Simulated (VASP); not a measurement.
# Al (Fm-3m) in VASP: further runs, part 2 of 2

VASP 6.6.1. Earlier steps stand in the parts before.

## (3) Single point, PBE

INCAR

```
SYSTEM = Al
PREC = Accurate
ENCUT = 500
EDIFF = 1E-6
ISMEAR = -1
SIGMA = 0.15
LREAL = .False.
LASPH = .True.
NELM = 120
ALGO = Normal
ISIF = 2
LWAVE = .False.
LCHARG = .True.
GGA = PE
LELF = .True.
LVHAR = .True.
NBANDS = 8
GGA_COMPAT = .False.
```

KPOINTS

```
regular mesh
0
Gamma
  7 7 7
  0 0 0
```

POSCAR

```
Al
1.0
    0.0000000000      2.0248050000      2.0248050000
    2.0248050000      0.0000000000      2.0248050000
    2.0248050000      2.0248050000      0.0000000000
Al
1
Direct
    0.0000000000      0.0000000000      0.0000000000
```

Potentials or basis: VASP PAW PBE potentials, release 64 (Al).

Launch:

```console
cat potpaw_PBE.64/Al/POTCAR > POTCAR
mpirun -np 1 vasp_std > vasp.out
```

It took 2.3 s on 1 thread of AMD EPYC 9R45 (Zen 5), shared host; peak memory 0.1 GiB.

It converged, with:

* Free energy: -3.8048 eV
* Pressure: -0.8 GPa
* Band gap on the k mesh: zero (an odd number of electrons rules out a gap without spin polarisation)

Levels at points of the mesh, in eV from the Fermi level:
```csv
k point,band 1,band 2,band 3,band 4
"(0.00, 0.00, 0.00)",-11.08,12.60,12.60,12.60
```

Caveat: the k points lie up to 0.38 Å⁻¹ apart, too coarse for converged energies and pressures of a metal.

## (4) Single point, PBE

INCAR

```
PREC = Accurate ; ENCUT = 500
EDIFF = 1E-6 ; ISMEAR = -1
SIGMA = 0.15 ; LREAL = False
LASPH = True ; NELM = 120
ALGO = Normal ; ISIF = 2
LWAVE = False ; LCHARG = False
GGA = PE ; NBANDS = 8
GGA_COMPAT = False
```

KPOINTS

```
regular mesh
0
Gamma
  9 9 9
```

POSCAR is that of step 3.

Potentials or basis: VASP PAW PBE potentials, release 64 (Al).

Launch:

```console
cat potpaw_PBE.64/Al/POTCAR > POTCAR
mpirun -np 1 vasp_std > vasp.out
```

OUTCAR:

```text
PREC = Accurate
   ENCUT = 500
   EDIFF = 1E-6
   ISMEAR = -1
   LREAL = False
   LASPH = True
   NELM = 120
   ISIF = 2
   GGA = PE

 ion  position               nearest neighbor table
   1  0.000  0.000  0.000-

  LATTYP: Found a face centered cubic cell.
 ALAT       =     4.0496100000

  Lattice vectors:

 A1 = (   0.0000000000,   2.0248050000,   2.0248050000)
 A2 = (   2.0248050000,   0.0000000000,   2.0248050000)
[... 441 lines left out ...]
      6      17.0480      0.00000
      7      32.8324      0.00000
      8      34.3765      0.00000

 [... further k-points ...]

------------------------ aborting loop because EDIFF is reached ----------------------------------------

  FORCE on cell =-STRESS in cart. coord.  units (eV):
  Direction    XX          YY          ZZ          XY          YZ          ZX
  --------------------------------------------------------------------------------------
  -------------------------------------------------------------------------------------
  Total       -0.0290993     -0.0290993     -0.0290993     -0.0000000     -0.0000000      0.0000000
  in kB       -2.8081087     -2.8081087     -2.8081087     -0.0000000     -0.0000000      0.0000000
  external PRESSURE =      -2.8081087 kB  Pullay stress =       0.0000000 kB

 VOLUME and BASIS-vectors are now :
 -----------------------------------------------------------------------------
  energy-cutoff  :      500.00
  volume of cell :       16.60
      direct lattice vectors                 reciprocal lattice vectors
     0.000000000  2.024805000  2.024805000    -0.246937359  0.246937359  0.246937359
     2.024805000  0.000000000  2.024805000     0.246937359 -0.246937359  0.246937359
     2.024805000  2.024805000  0.000000000     0.246937359  0.246937359 -0.246937359

 POSITION                                       TOTAL-FORCE (eV/Angst)
 -----------------------------------------------------------------------------------
      0.00000      0.00000      0.00000        -0.000000     -0.000000     -0.000000
 -----------------------------------------------------------------------------------
    total drift:                               -0.000000      0.000000      0.000000

  FREE ENERGIE OF THE ION-ELECTRON SYSTEM (eV)
  ---------------------------------------------------
  free  energy   TOTEN  =        -3.7362341658 eV

  energy  without entropy=       -3.6973457691  energy(sigma->0) =       -3.71678997
```

OSZICAR:

```text
N       E                     dE             d eps       ncg     rms          rms(c)
DAV:   1    -0.238818144993E+01   -0.23882E+01   -0.72626E+02   568   0.186E+02
DAV:   2    -0.375360165062E+01   -0.13654E+01   -0.12521E+01   824   0.175E+01
DAV:   3    -0.375849659618E+01   -0.48949E-02   -0.48944E-02   696   0.125E+00
DAV:   4    -0.375851091822E+01   -0.14322E-04   -0.14322E-04   880   0.605E-02
DAV:   5    -0.375851093389E+01   -0.15668E-07   -0.16197E-07   688   0.120E-03    0.129E+00
DAV:   6    -0.374565207214E+01    0.12859E-01   -0.16471E-03   768   0.194E-01    0.753E-01
DAV:   7    -0.373624075786E+01    0.94113E-02   -0.49582E-03   728   0.316E-01    0.145E-01
DAV:   8    -0.373623608524E+01    0.46726E-05   -0.12827E-05   808   0.257E-02    0.796E-03
DAV:   9    -0.373623452660E+01    0.15586E-05   -0.85174E-07   792   0.405E-03    0.649E-04
DAV:  10    -0.373623416584E+01    0.36077E-06   -0.35921E-09   464   0.424E-04
   1 F= -.37362342E+01 E0= -.37167900E+01  d E =-.388884E-01
```

Run time: 3 s. Hardware: 1 thread of AMD EPYC 9R45 (Zen 5), shared host; peak memory 0.1 GiB.

What came out:

```
Free energy            : -3.7362 eV
Pressure               : -0.3 GPa
Band gap on the k mesh : zero (an odd number of electrons rules out a gap without spin polarisation)
```

Levels at points of the mesh, in eV from the Fermi level:
```
           k point  band 1  band 2  band 3  band 4
(0.00, 0.00, 0.00)  -11.07   12.60   12.60   12.60
```

## (5) Summary

| k mesh | gap on the mesh (eV) | pressure (GPa) |
| --- | --- | --- |
| 6 × 6 × 6 | none | -0.2 |
| 7 × 7 × 7 | none | -0.8 |
| 9 × 9 × 9 | none | -0.3 |

Alike in all rows: task single point; level PBE; potentials or basis VASP PAW PBE potentials, release 64 (Al); no spin polarisation; cell as given; cutoff (eV) 500; smearing fermi-dirac 0.15 eV.

Caveats: some runs use coarse meshes.

Absolute energies hang on the potentials; compare differences alone.
